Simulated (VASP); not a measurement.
# Ge (Cmcm) in VASP: further runs

The runs below take Ge through relaxation of cell and atoms, with PBEsol.

Program: VASP 6.6.1. These are calculated values, not measurements. Logs are shortened: lines on timing, memory, paths and dates and some standing lists are left out, and cuts for length are marked.

## Step 1: The cell of the first run

It takes space group Cmcm (No. 63, orthorhombic). Conventional cell: a = 2.976 Å, b = 5.189 Å, c = 4.728 Å, α = 90.00°, β = 90.00°, γ = 90.00°. Ge (site symmetry m2m) has 12 Ge at 2.92 to 2.99 Å within 3.9 Å.

This isn't the form of Ge at room conditions, which is diamond.

## Step 2: Relaxation of cell and atoms, PBEsol

INCAR reads:

```
SYSTEM = Ge
ALGO = Normal
EDIFF = 1E-7
EDIFFG = -0.005
ENCUT = 600
GGA = PS
IBRION = 2
ISIF = 3
ISMEAR = -1
LASPH = .TRUE.
LCHARG = .FALSE.
LREAL = .FALSE.
LWAVE = .FALSE.
NELM = 60
NSW = 80
PREC = Accurate
SIGMA = 0.1
```

KPOINTS reads:

```
k-points
0
G
  12 12 7
  0 0 0
```

POSCAR reads:

```
Ge
1.0
    1.4880530000     -2.5946900000      0.0000000000
    1.4880530000      2.5946900000      0.0000000000
    0.0000000000      0.0000000000      4.7275960000
Ge
2
Direct
    0.6665530000      0.3334470000      0.2500000000
    0.3334470000      0.6665530000      0.7500000000
```

Potentials or basis: VASP PAW PBE potentials, release 64 (Ge_d).

The run is started by

```console
cat potpaw_PBE.64/Ge_d/POTCAR > POTCAR
mpirun -np 1 vasp_std > vasp.out
```

OUTCAR:

```text
SYSTEM = Ge
   EDIFF = 1E-7
   EDIFFG = -0.005
   ENCUT = 600
   GGA = PS
   IBRION = 2
   ISIF = 3
   ISMEAR = -1
   LASPH = .TRUE.
   LREAL = .FALSE.
   NELM = 60
   NSW = 80
   PREC = Accurate

 ion  position               nearest neighbor table
   1  0.667  0.333  0.250-
   2  0.333  0.667  0.750-

  LATTYP: Found a base centered orthorhombic cell.
 ALAT       =     2.9761060000
 B/A-ratio  =     1.7436811726
 C/A-ratio  =     1.5885173445

  Lattice vectors:

 A1 = (   1.4880530000,  -2.5946900000,   0.0000000000)
 A2 = (   1.4880530000,   2.5946900000,   0.0000000000)
 A3 = (   0.0000000000,   0.0000000000,   4.7275960000)

Analysis of symmetry for initial positions (statically):
=====================================================================
 Subroutine PRICEL returns:
 Original cell was already a primitive cell.

 Routine SETGRP: Setting up the symmetry group for a
 base centered orthorhombic supercell.

 Subroutine GETGRP returns: Found  8 space group operations
 (whereof  4 operations were pure point group operations)
 out of a pool of  8 trial point group operations.

The static configuration has the point symmetry C_2h.
 The point group associated with its full space group is D_2h.

Analysis of symmetry for dynamics (positions and initial velocities):
=====================================================================
 Subroutine PRICEL returns:
 Original cell was already a primitive cell.

 Routine SETGRP: Setting up the symmetry group for a
 base centered orthorhombic supercell.

 Subroutine GETGRP returns: Found  8 space group operations
 (whereof  4 operations were pure point group operations)
 out of a pool of  8 trial point group operations.

The dynamic configuration has the point symmetry C_2h.
 The point group associated with its full space group is D_2h.

 Subroutine INISYM returns: Found  8 space group operations
 (whereof  4 operations are pure point group operations),
 and found     1 'primitive' translations

----------------------------------------------------------------------------------------

                                     Primitive cell

  volume of cell :      36.5068

  direct lattice vectors                    reciprocal lattice vectors
     1.488053000 -2.594690000  0.000000000     0.336009537 -0.192701248  0.000000000
     1.488053000  2.594690000  0.000000000     0.336009537  0.192701248  0.000000000
     0.000000000  0.000000000  4.727596000     0.000000000  0.000000000  0.211523997

  length of vectors
     2.991106472  2.991106472  4.727596000     0.387345040  0.387345040  0.211523997

  position of ions in fractional coordinates (direct lattice)
     0.666553000  0.333447000  0.250000000
     0.333447000  0.666553000  0.750000000

  ion indices of the primitive-cell ions
   primitive index   ion index
                 1           1
                 2           2

----------------------------------------------------------------------------------------

 KPOINTS: k-points

Automatic generation of k-mesh.
 Grid dimensions read from file:
 generate k-points for:   12   12    7

 Generating k-lattice:

  Cartesian coordinates                     Fractional coordinates (reciprocal lattice)
     0.028000795 -0.016058437  0.000000000     0.083333333 -0.000000000  0.000000000
     0.028000795  0.016058437  0.000000000    -0.000000000  0.083333333  0.000000000
     0.000000000  0.000000000  0.030217714     0.000000000  0.000000000  0.142857143

  Length of vectors
     0.032278753  0.032278753  0.030217714

  Shift w.r.t. Gamma in fractional coordinates (k-lattice)
     0.000000000  0.000000000  0.000000000

 Subroutine IBZKPT returns following result:
 ===========================================

 Found    172 irreducible k-points:

 Following reciprocal coordinates:
            Coordinates               Weight
  0.000000  0.000000  0.000000      1.000000
  0.083333 -0.000000  0.000000      4.000000
  0.166667  0.000000  0.000000      4.000000
  0.250000 -0.000000  0.000000      4.000000
  0.333333 -0.000000  0.000000      4.000000
  0.416667 -0.000000  0.000000      4.000000
[... 16 lines left out ...]
  0.500000  0.166667  0.000000      4.000000
 -0.416667  0.166667  0.000000      4.000000
 [... further k-points ...]
   k-points           NKPTS =    172   k-points in BZ     NKDIM =    172   number of bands    NBANDS=     18
   number of dos      NEDOS =    301   number of ions     NIONS =      2
   total plane-waves  NPLWV =  23040
   dimension x,y,z NGX =    24 NGY =   24 NGZ =   40
   dimension x,y,z NGXF=    48 NGYF=   48 NGZF=   80
   ions per type =               2
   NGX,Y,Z   is equivalent  to a cutoff of  13.34, 13.34, 14.07 a.u.
   NGXF,Y,Z  is equivalent  to a cutoff of  26.68, 26.68, 28.13 a.u.
 SYSTEM =  Ge
   PREC   = accura    normal or accurate (medium, high low for compatibility)
   ISTART =      0    job   : 0-new  1-cont  2-samecut
   ICHARG =      2    charge: 1-file 2-atom 10-const
   ISPIN  =      1    spin polarized calculation?
   LNONCOLLINEAR =      F non collinear calculations
   LSORBIT =      F    spin-orbit coupling
   LASPH  =      T    aspherical Exc in radial PAW
   ENCUT  =  600.0 eV  44.10 Ry    6.64 a.u.   5.97  5.97  9.44*2*pi/ulx,y,z
   NELM   =     60;   NELMIN=  2; NELMDL= -5     # of ELM steps
   EDIFF  = 0.1E-06   stopping-criterion for ELM
   LREAL  =      F    real-space projection
   EDIFFG = -.5E-02   stopping-criterion for IOM
   NSW    =     80    number of steps for IOM
   IBRION =      2    ionic relax: 0-MD 1-quasi-New 2-CG
   NFREE  =      1    steps in history (QN), initial steepest desc. (CG)
   ISIF   =      3    stress and relaxation
   ISYM   =      2    0-nonsym 1-usesym 2-fastsym
   POTIM  = 0.5000    time-step for ionic-motion
   TEBEG  =    0.0;   TEEND  =   0.0 temperature during run
   PSTRESS=    0.0 pullay stress
   NELECT =      28.0000    total number of electrons
   NUPDOWN=      -1.0000    fix difference up-down
   EMIN   =  10.00;   EMAX   =-10.00  energy-range for DOS
   EFERMI =   0.00;   METHOD = LEGACY
   ISMEAR =    -1;   SIGMA  =   0.10  broadening in eV -4-tet -1-fermi 0-gaus
   EFERMI_NEDOS =   21; number of points for ismear=-14 and -15
   IALGO  =     38    algorithm
   IMIX   =      4    mixing-type and parameters
     AMIX     =   0.40;   BMIX     =  1.00
     AMIX_MAG =   1.60;   BMIX_MAG =  1.00
  volume/ion in A,a.u.               =      18.25       123.18
  Fermi-wavevector in a.u.,A,eV,Ry     =   1.498544  2.831837 30.553698  2.245633
  Thomas-Fermi vector in A             =   2.610289
   LORBIT       =      0    0 simple, 1 ext, 2 COOP (PROOUT), +10 PAW based schemes
   GGA     = PS    functional components
   LHFCALC =     F    Hartree Fock is set to
   AEXX    =    0.0000 exact exchange contribution
   IVDW    =     0    specifies the selected vdW correction
   LEPSILON=     F    determine dielectric tensor
   LRPA    =     F    only Hartree local field effects (RPA)
 conjugate gradient relaxation of ions
 non-spin polarized calculation
  energy-cutoff  :      600.00
  volume of cell :       36.51
 maximum number of plane-waves:      1241
   NGX = 11   NGY = 11   NGZ = 19

--------------------------------------- Ionic step        1  -------------------------------------------

 number of electron      27.9999997 magnetization

 Free energy of the ion-electron system (eV)
  ---------------------------------------------------
  ext. energy  EPLUGINS =         0.00000000
  ---------------------------------------------------
  free energy    TOTEN  =        -9.33689175 eV

  energy without entropy =       -9.30677413  energy(sigma->0) =       -9.32183294

------------------------ aborting loop because EDIFF is reached ----------------------------------------

  FORCE on cell =-STRESS in cart. coord.  units (eV):
  Direction    XX          YY          ZZ          XY          YZ          ZX
  --------------------------------------------------------------------------------------
  -------------------------------------------------------------------------------------
  Total        0.1966625      0.2087962     -0.1687661      0.0000000     -0.0000000      0.0000000
  in kB        8.6309377      9.1634473     -7.4066468      0.0000000     -0.0000000      0.0000000
  external PRESSURE =       3.4625794 kB  Pullay stress =       0.0000000 kB
[... 89 lines left out ...]
  FREE ENERGIE OF THE ION-ELECTRON SYSTEM (eV)
  ---------------------------------------------------
  free  energy   TOTEN  =        -9.3394432390 eV

  energy  without entropy=       -9.3115744007  energy(sigma->0) =       -9.32550882

[... ionic steps 4 to 48 ...]

--------------------------------------- Ionic step       49  -------------------------------------------

 number of electron      27.9999995 magnetization

------------------------ aborting loop because EDIFF is reached ----------------------------------------

  FORCE on cell =-STRESS in cart. coord.  units (eV):
  Direction    XX          YY          ZZ          XY          YZ          ZX
  --------------------------------------------------------------------------------------
  -------------------------------------------------------------------------------------
  Total        0.0054541     -0.0081210      0.0114947      0.0000000      0.0000000      0.0000000
  in kB        0.2380207     -0.3544028      0.5016344      0.0000000      0.0000000      0.0000000
  external PRESSURE =       0.1284174 kB  Pullay stress =       0.0000000 kB
[... 57 lines left out ...]
  energy  without entropy=       -9.3166017984  energy(sigma->0) =       -9.32884944

--------------------------------------- Ionic step       51  -------------------------------------------

 number of electron      27.9999995 magnetization

 Free energy of the ion-electron system (eV)
  ---------------------------------------------------
  ext. energy  EPLUGINS =         0.00000000
  ---------------------------------------------------
  free energy    TOTEN  =        -9.34109884 eV

  energy without entropy =       -9.31658237  energy(sigma->0) =       -9.32884061

 E-fermi :   6.9726     XC(G=0): -11.5756

 val. band max:        6.9668381606   @ k =   0.4167   0.0833   0.1429
 cond. band min:       6.9881560670   @ k =   0.3333  -0.0000   0.2857
 fundamental gap:      0.0213179064
 Fermi energy:         6.9725615517

 k-point     1 :       0.0000    0.0000    0.0000
  band No.  band energies     occupation
      1     -17.7224      2.00000
      2     -17.7146      2.00000
      3     -17.7100      2.00000
      4     -17.7051      2.00000
      5     -17.6953      2.00000
      6     -17.6899      2.00000
[... 10 lines left out ...]
     17      15.5227      0.00000
     18      17.1253      0.00000
[... 466 lines left out ...]
      2     -17.7308      2.00000
      3     -17.7118      2.00000
      4     -17.7087      2.00000
      5     -17.6670      2.00000
      6     -17.6473      2.00000
[... 10 lines left out ...]
     17      11.3643      0.00000
     18      11.5133      0.00000

 [... further k-points ...]

------------------------ aborting loop because EDIFF is reached ----------------------------------------

  FORCE on cell =-STRESS in cart. coord.  units (eV):
  Direction    XX          YY          ZZ          XY          YZ          ZX
  --------------------------------------------------------------------------------------
  -------------------------------------------------------------------------------------
  Total        0.0038791     -0.0060064      0.0067429      0.0000000      0.0000000      0.0000000
  in kB        0.1692783     -0.2621131      0.2942542      0.0000000      0.0000000      0.0000000
  external PRESSURE =       0.0671398 kB  Pullay stress =       0.0000000 kB
[... 17 lines left out ...]
  FREE ENERGIE OF THE ION-ELECTRON SYSTEM (eV)
  ---------------------------------------------------
  free  energy   TOTEN  =        -9.3410988448 eV

  energy  without entropy=       -9.3165823654  energy(sigma->0) =       -9.32884061

 reached required accuracy - stopping structural energy minimisation
```

It took 37 min on 1 thread of Intel Xeon 8259CL, shared host; peak memory 0.27 GiB.

Results:

- Free energy: -9.3411 eV
- Relaxed volume: 18.36 Å³/atom
- Relaxed cell: a = 3.035 Å, b = 3.035 Å, c = 4.686 Å, α = 90.00°, β = 90.00°, γ = 121.71°
- Space group after relaxing (to 0.1 Å): Cmcm (No. 63)
- Energy gained by relaxing: 2.1 meV/atom
- Ionic steps: 51
- Pressure after relaxing: 0.0 GPa
- Band gap on the k mesh: zero (bands 14 and 15 overlap by 9.09 eV)

Forces on the atoms (eV/Å):
```
Ge   0.000  0.002  0.000
Ge   0.000 -0.002  0.000
```

The path:
```
step  energy change (eV)  largest force (eV/Å)  pressure (GPa)  volume (Å³)
   1              0.0000                0.0045            0.35        36.51
   3             -0.0026                0.0058           -0.27        36.89
   5             -0.0028                0.0066            0.02        36.73
   7             -0.0028                0.0063            0.04        36.74
   9             -0.0028                0.0066            0.06        36.73
  11             -0.0028                0.0069            0.06        36.72
  13             -0.0028                0.0072            0.04        36.71
  15             -0.0028                0.0081            0.08        36.71
  17             -0.0029                0.0107            0.04        36.74
  19             -0.0029                0.0121           -0.07        36.76
  21             -0.0030                0.0162           -0.33        36.86
  23             -0.0031                0.0154           -0.18        36.80
  25             -0.0033                0.0171           -0.07        36.75
  27             -0.0034                0.0162            0.06        36.71
  29             -0.0034                0.0149            0.17        36.64
  31             -0.0036                0.0125            0.05        36.70
  33             -0.0036                0.0107           -0.03        36.74
  35             -0.0036                0.0098           -0.03        36.72
  37             -0.0037                0.0083            0.03        36.69
  39             -0.0038                0.0077            0.17        36.64
  41             -0.0039                0.0065            0.25        36.58
  43             -0.0041                0.0048            0.12        36.63
  45             -0.0042                0.0015           -0.01        36.71
  47             -0.0042                0.0021            0.08        36.70
  49             -0.0042                0.0019            0.01        36.71
  51             -0.0042                0.0021            0.01        36.71
```

Final structure:
```
CELL_PARAMETERS angstrom
1.47787 -2.65057 0.00000
1.47787 2.65057 0.00000
0.00000 0.00000 4.68629
ATOMIC_POSITIONS crystal
Ge 0.65313 0.34687 0.25000
Ge 0.34687 0.65313 0.75000
```

Caveat: the PAW data sets were made with another functional, which shifts forces and pressure a little.

(Part 1 of 2 ends here.)

The gap in the log of VASP goes by the Fermi energy; the results here count the filled bands.